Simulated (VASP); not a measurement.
# Al3Cl (P6/mmm) in VASP: a series of runs, part 2 of 2

VASP 6.6.1. Earlier steps stand in the parts before.

### Step 3. Relaxation of cell and atoms, PBE

This run uses another cell than the first one, of 21.00 Å³/atom, 1.004 times its volume.

Input file INCAR:

```
SYSTEM = Al3Cl
ALGO = Normal
EDIFF = 1E-6
EDIFFG = -0.01
ENCUT = 600
GGA = PE
IBRION = 2
ISIF = 3
ISMEAR = 0
LASPH = .True.
LCHARG = .False.
LREAL = .False.
LWAVE = .False.
NELM = 100
NSW = 100
PREC = Accurate
SIGMA = 0.1
```

Input file KPOINTS:

```
k-points
0
Gamma
  12 12 16
  0 0 0
```

Input file POSCAR:

```
Al3Cl
1.0
    5.7038871421      0.0000000000      0.0000000000
   -2.8519435711      4.9397111654      0.0000000000
    0.0000000000      0.0000000000      2.9818273085
Al Cl
3 1
Direct
    0.5000000000      0.0000000000      0.0000000000
    0.0000000000      0.5000000000      0.0000000000
    0.5000000000      0.5000000000      0.0000000000
    0.0000000000      0.0000000000      0.5000000000
```

Potentials or basis: VASP PAW PBE potentials, release 64 (Al, Cl).

On the command line:

```console
> cat potpaw_PBE.64/Al/POTCAR potpaw_PBE.64/Cl/POTCAR > POTCAR
> mpirun -np 1 vasp_std > vasp.out
```

OUTCAR:

```text
SYSTEM = Al3Cl
   EDIFF = 1E-6
   EDIFFG = -0.01
   ENCUT = 600
   GGA = PE
   IBRION = 2
   ISIF = 3
   ISMEAR = 0
   LASPH = .True.
   LREAL = .False.
   NELM = 100
   NSW = 100
   PREC = Accurate

 ion  position               nearest neighbor table
   1  0.500  0.000  0.000-   2 2.85   2 2.85   3 2.85   3 2.85
   2  0.000  0.500  0.000-   1 2.85   1 2.85   3 2.85   3 2.85
   3  0.500  0.500  0.000-   2 2.85   2 2.85   1 2.85   1 2.85
   4  0.000  0.000  0.500-

  LATTYP: Found a hexagonal cell.
 ALAT       =     5.7038871421
 C/A-ratio  =     0.5227710918

  Lattice vectors:

 A1 = (   5.7038871421,   0.0000000000,   0.0000000000)
 A2 = (  -2.8519435711,   4.9397111654,   0.0000000000)
 A3 = (   0.0000000000,   0.0000000000,   2.9818273085)

Analysis of symmetry for initial positions (statically):
=====================================================================
 Subroutine PRICEL returns:
 Original cell was already a primitive cell.

 Routine SETGRP: Setting up the symmetry group for a
 hexagonal supercell.

 Subroutine GETGRP returns: Found 24 space group operations
 (whereof 24 operations were pure point group operations)
 out of a pool of 24 trial point group operations.

The static configuration has the point symmetry D_6h.

Analysis of symmetry for dynamics (positions and initial velocities):
=====================================================================
 Subroutine PRICEL returns:
 Original cell was already a primitive cell.

 Routine SETGRP: Setting up the symmetry group for a
 hexagonal supercell.

 Subroutine GETGRP returns: Found 24 space group operations
 (whereof 24 operations were pure point group operations)
 out of a pool of 24 trial point group operations.

The dynamic configuration has the point symmetry D_6h.

 Subroutine INISYM returns: Found 24 space group operations
 (whereof 24 operations are pure point group operations),
 and found     1 'primitive' translations

----------------------------------------------------------------------------------------

                                     Primitive cell

  volume of cell :      84.0146

  direct lattice vectors                    reciprocal lattice vectors
     5.703887142  0.000000000  0.000000000     0.175319037  0.101220493  0.000000000
    -2.851943571  4.939711165  0.000000000     0.000000000  0.202440986  0.000000000
     0.000000000  0.000000000  2.981827309     0.000000000  0.000000000  0.335364827

  length of vectors
     5.703887142  5.703887142  2.981827309     0.202440986  0.202440986  0.335364827

  position of ions in fractional coordinates (direct lattice)
     0.500000000  0.000000000  0.000000000
     1.000000000  0.500000000  0.000000000
     0.500000000  0.500000000  0.000000000
     0.000000000  0.000000000  0.500000000

  ion indices of the primitive-cell ions
   primitive index   ion index
                 1           1
                 2           2
                 3           3
                 4           4

----------------------------------------------------------------------------------------

 KPOINTS: k-points

[... 53 lines left out ...]
   dimension x,y,z NGXF=    96 NGYF=   96 NGZF=   48
   ions per type =               3   1
   NGX,Y,Z   is equivalent  to a cutoff of  13.99, 13.99, 13.38 a.u.
   NGXF,Y,Z  is equivalent  to a cutoff of  27.98, 27.98, 26.76 a.u.
 SYSTEM =  Al3Cl
   PREC   = accura    normal or accurate (medium, high low for compatibility)
   ISTART =      0    job   : 0-new  1-cont  2-samecut
   ICHARG =      2    charge: 1-file 2-atom 10-const
   ISPIN  =      1    spin polarized calculation?
   LNONCOLLINEAR =      F non collinear calculations
   LSORBIT =      F    spin-orbit coupling
   LASPH  =      T    aspherical Exc in radial PAW
   ENCUT  =  600.0 eV  44.10 Ry    6.64 a.u.  11.39 11.39  5.96*2*pi/ulx,y,z
   NELM   =    100;   NELMIN=  2; NELMDL= -5     # of ELM steps
   EDIFF  = 0.1E-05   stopping-criterion for ELM
   LREAL  =      F    real-space projection
   EDIFFG = -.1E-01   stopping-criterion for IOM
   NSW    =    100    number of steps for IOM
   IBRION =      2    ionic relax: 0-MD 1-quasi-New 2-CG
   NFREE  =      1    steps in history (QN), initial steepest desc. (CG)
   ISIF   =      3    stress and relaxation
   ISYM   =      2    0-nonsym 1-usesym 2-fastsym
   POTIM  = 0.5000    time-step for ionic-motion
   TEBEG  =    0.0;   TEEND  =   0.0 temperature during run
   PSTRESS=    0.0 pullay stress
   NELECT =      16.0000    total number of electrons
   NUPDOWN=      -1.0000    fix difference up-down
   EMIN   =  10.00;   EMAX   =-10.00  energy-range for DOS
   EFERMI =   0.00;   METHOD = LEGACY
   ISMEAR =     0;   SIGMA  =   0.10  broadening in eV -4-tet -1-fermi 0-gaus
   EFERMI_NEDOS =   21; number of points for ismear=-14 and -15
   IALGO  =     38    algorithm
   IMIX   =      4    mixing-type and parameters
     AMIX     =   0.40;   BMIX     =  1.00
     AMIX_MAG =   1.60;   BMIX_MAG =  1.00
  volume/ion in A,a.u.               =      21.00       141.74
  Fermi-wavevector in a.u.,A,eV,Ry     =   0.941882  1.779899 12.070296  0.887142
  Thomas-Fermi vector in A             =   2.069437
   LORBIT       =      0    0 simple, 1 ext, 2 COOP (PROOUT), +10 PAW based schemes
   GGA     = PE    functional components
   LHFCALC =     F    Hartree Fock is set to
   AEXX    =    0.0000 exact exchange contribution
   IVDW    =     0    specifies the selected vdW correction
   LEPSILON=     F    determine dielectric tensor
   LRPA    =     F    only Hartree local field effects (RPA)
 conjugate gradient relaxation of ions
 non-spin polarized calculation
 Gauss-broadening in eV      SIGMA  =   0.10
  energy-cutoff  :      600.00
  volume of cell :       84.01
 maximum number of plane-waves:      2844
 NGX is ok and might be reduce to    48
   NGX = 23   NGY = 23   NGZ = 11

--------------------------------------- Ionic step        1  -------------------------------------------

 number of electron      15.9999999 magnetization

 Free energy of the ion-electron system (eV)
  ---------------------------------------------------
  ext. energy  EPLUGINS =         0.00000000
  ---------------------------------------------------
  free energy    TOTEN  =       -12.11900977 eV

  energy without entropy =      -12.11211066  energy(sigma->0) =      -12.11556022

------------------------ aborting loop because EDIFF is reached ----------------------------------------

  FORCE on cell =-STRESS in cart. coord.  units (eV):
  Direction    XX          YY          ZZ          XY          YZ          ZX
  --------------------------------------------------------------------------------------
  -------------------------------------------------------------------------------------
  Total        0.0441943      0.0441943     -0.3163015     -0.0000000      0.0000000     -0.0000000
  in kB        0.8427953      0.8427953     -6.0319378     -0.0000000      0.0000000     -0.0000000
  external PRESSURE =      -1.4487824 kB  Pullay stress =       0.0000000 kB
[... 63 lines left out ...]
--------------------------------------- Ionic step        3  -------------------------------------------

 number of electron      15.9999998 magnetization

 Free energy of the ion-electron system (eV)
  ---------------------------------------------------
  ext. energy  EPLUGINS =         0.00000000
  ---------------------------------------------------
  free energy    TOTEN  =       -12.12010565 eV

  energy without entropy =      -12.11333882  energy(sigma->0) =      -12.11672223

 E-fermi :   5.3695     XC(G=0):  -9.3915

 val. band max:        5.3473594428   @ k =   0.3333   0.2500   0.3750
 cond. band min:       5.3763355968   @ k =   0.2500   0.0000   0.4375
 fundamental gap:      0.0289761540
 Fermi energy:         5.3694967333

 k-point     1 :       0.0000    0.0000    0.0000
  band No.  band energies     occupation
      1     -10.6901      2.00000
      2      -2.6905      2.00000
      3      -0.0877      2.00000
      4      -0.0877      2.00000
      5       1.7558      2.00000
      6       1.8381      2.00000
      7       1.8381      2.00000
      8       4.0424      2.00000
      9       7.1998      0.00000
     10       7.1998      0.00000
     11      10.8823      0.00000
     12      12.0793      0.00000
[... 331 lines left out ...]
 k-point    24 :       0.3333    0.0000    0.0625
  band No.  band energies     occupation
      1     -10.6314      2.00000
      2      -2.7834      2.00000
      3      -0.7190      2.00000
      4      -0.5290      2.00000
      5       1.5604      2.00000
      6       3.1663      2.00000
      7       3.7684      2.00000
      8       4.5682      2.00000
      9       6.0017      0.00000
     10       6.8592      0.00000
     11       9.7981      0.00000
     12      10.1772      0.00000

 [... further k-points ...]
[... 5 lines left out ...]
  --------------------------------------------------------------------------------------
  -------------------------------------------------------------------------------------
  Total        0.0196336      0.0196336     -0.0052280     -0.0000000      0.0000000      0.0000000
  in kB        0.3761254      0.3761254     -0.1001538     -0.0000000      0.0000000      0.0000000
  external PRESSURE =       0.2173657 kB  Pullay stress =       0.0000000 kB
[... 19 lines left out ...]
  FREE ENERGIE OF THE ION-ELECTRON SYSTEM (eV)
  ---------------------------------------------------
  free  energy   TOTEN  =       -12.1201056459 eV

  energy  without entropy=      -12.1133388191  energy(sigma->0) =      -12.11672223

 reached required accuracy - stopping structural energy minimisation
```

OSZICAR:

```text
N       E                     dE             d eps       ncg     rms          rms(c)
DAV:   1     0.480949837224E+02    0.48095E+02   -0.65946E+03  4104   0.121E+03
DAV:   2    -0.697474620763E+01   -0.55070E+02   -0.50272E+02  5480   0.149E+02
DAV:   3    -0.121966678395E+02   -0.52219E+01   -0.50115E+01  5092   0.465E+01
DAV:   4    -0.122930774572E+02   -0.96410E-01   -0.96207E-01  4684   0.756E+00
[... 19 lines left out ...]
DAV:   1    -0.121204672481E+02   -0.55523E-03   -0.17284E-02  4452   0.889E-01    0.102E-01
DAV:   2    -0.121201901286E+02    0.27712E-03   -0.47247E-04  4684   0.180E-01    0.497E-02
DAV:   3    -0.121201111153E+02    0.79013E-04   -0.20615E-04  4536   0.969E-02    0.248E-02
DAV:   4    -0.121201057883E+02    0.53270E-05   -0.12346E-05  4828   0.296E-02    0.165E-02
DAV:   5    -0.121201056459E+02    0.14239E-06   -0.45602E-06  4244   0.142E-02
   3 F= -.12120106E+02 E0= -.12116722E+02  d E =-.109588E-02
```

Wall time 13 min (1 thread of AMD EPYC, shared host); peak memory 0.33 GiB.

Results:

```yaml
Free_energy: -12.1201 eV
Relaxed_volume: 20.91 Å³/atom
Relaxed_cell: a = 5.709 Å, b = 5.709 Å, c = 2.963 Å, α = 90.00°, β = 90.00°, γ = 120.00°
Space_group_after_relaxing_to_0.05_Å: P6/mmm (No. 191)
Energy_gained_by_relaxing: 0.3 meV/atom
Ionic_steps: 3
Pressure_after_relaxing: 0.0 GPa
Band_gap_on_the_k_mesh: zero (band 8 reaches 6.58 eV, above the bottom of band 9 at 4.14 eV)
```

The path:
```
step  energy change (eV)  largest force (eV/Å)  pressure (GPa)  volume (Å³)
   1              0.0000                0.0000           -0.14        84.01
   2             -0.0009                0.0000           -0.05        83.78
   3             -0.0011                0.0000            0.02        83.63
```

Final structure:
```cif
data_structure
_symmetry_space_group_name_H-M 'P 1'
_symmetry_Int_Tables_number 1
_cell_length_a 5.7089
_cell_length_b 5.7089
_cell_length_c 2.9631
_cell_angle_alpha 90.000
_cell_angle_beta 90.000
_cell_angle_gamma 120.000
_cell_volume 83.63
loop_
_atom_site_label
_atom_site_type_symbol
_atom_site_fract_x
_atom_site_fract_y
_atom_site_fract_z
_atom_site_occupancy
Al1 Al 0.50000 0.00000 0.00000 1
Al2 Al 0.00000 0.50000 0.00000 1
Al3 Al 0.50000 0.50000 0.00000 1
Cl1 Cl 0.00000 0.00000 0.50000 1
```
